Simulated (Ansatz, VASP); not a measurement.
**Two plane-wave programs on MnO**

```
Mn O
1.0
     0.00000    2.22200    2.22200
     2.22200    0.00000    2.22200
     2.22200    2.22200    0.00000
Mn O
1 1
Direct
  0.00000 0.00000 0.00000
  0.50000 0.50000 0.50000
```

Alike in both runs: task single point; functional PBE; k mesh 9 × 9 × 9; occupations fermi-dirac, width 0.05 eV; collinear spin; fixed moment 2 μB.

|  | VASP | Ansatz |
| --- | --- | --- |
| version | VASP 6.6.1 | Ansatz 0.2.0 |
| potentials or method | VASP PAW PBE potentials, release 64 (Mn_pv, O) | Ansatz PAW |
| plane-wave cutoff (eV) | 520 | 420 |
| valence electrons in the cell | 19 | 21 |

```tsv
	VASP	Ansatz	Ansatz less VASP
net moment per atom (μB)	1.00	1.00	0.000
size of the moment on the site where the two differ most (μB)	1.99	1.88	-0.117
```

Site moments also hang on the region over which each program counts them. VASP's potentials hold 19 valence electrons a cell and Ansatz's 21, so a difference there can come from the potentials and not from the codes.
